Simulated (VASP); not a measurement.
# LiCuSn2: single point with PBE

LiCuSn2:

```
CELL_PARAMETERS angstrom
4.23943 0.00000 0.00000
-2.11972 3.67146 0.00000
0.00000 0.00000 5.51097
ATOMIC_POSITIONS crystal
Li 0.00000 0.00000 0.50000
Cu 0.00000 0.00000 0.00000
Sn 0.33333 0.66667 0.19932
Sn 0.66667 0.33333 0.80068
```

* Program: VASP 6.6.1
* Task: single point
* Functional: PBE
* Potentials or basis: VASP PAW PBE potentials, release 64 (Li_sv, Cu, Sn_d)
* Cutoff: 520 eV
* k mesh: 12 × 12 × 8
* Occupations: fermi-dirac, width 0.15 eV
* Spin: no spin polarisation
* Dipole correction: no
* Further INCAR settings: ALGO = Fast; EDIFF = 1e-06; NBANDS = 29

| Property | Result |
| --- | --- |
| Largest force | 0.022 eV/Å |
| Band gap on the k mesh | zero (bands 21 and 22 overlap by 3.21 eV) |

Forces on the atoms (eV/Å):
```
Li   0.000  0.000  0.000
Cu   0.000  0.000  0.000
Sn   0.000  0.000  0.022
Sn   0.000  0.000 -0.022
```

Levels at points of the mesh, in eV from the Fermi level:
```csv
k point,band 19,band 20,band 21,band 22,band 23,band 24
"(0.00, 0.00, 0.00)",-2.09,1.52,1.52,1.93,1.93,3.18
"(0.50, 0.00, 0.00)",-1.89,-1.77,-1.50,-0.75,1.48,2.67
"(0.00, 0.00, 0.50)",1.06,1.71,1.74,1.74,2.23,2.23
"(0.50, 0.00, 0.50)",-3.00,-2.75,-0.93,1.37,1.67,1.95
```

Run time: 7 min on 1 thread of Intel(R) Xeon(R) Platinum 8559C (Emerald Rapids), on a shared host, peak memory 0.42 GiB.

Caveat: spin-orbit coupling is left out, which moves the levels of the heavy elements.
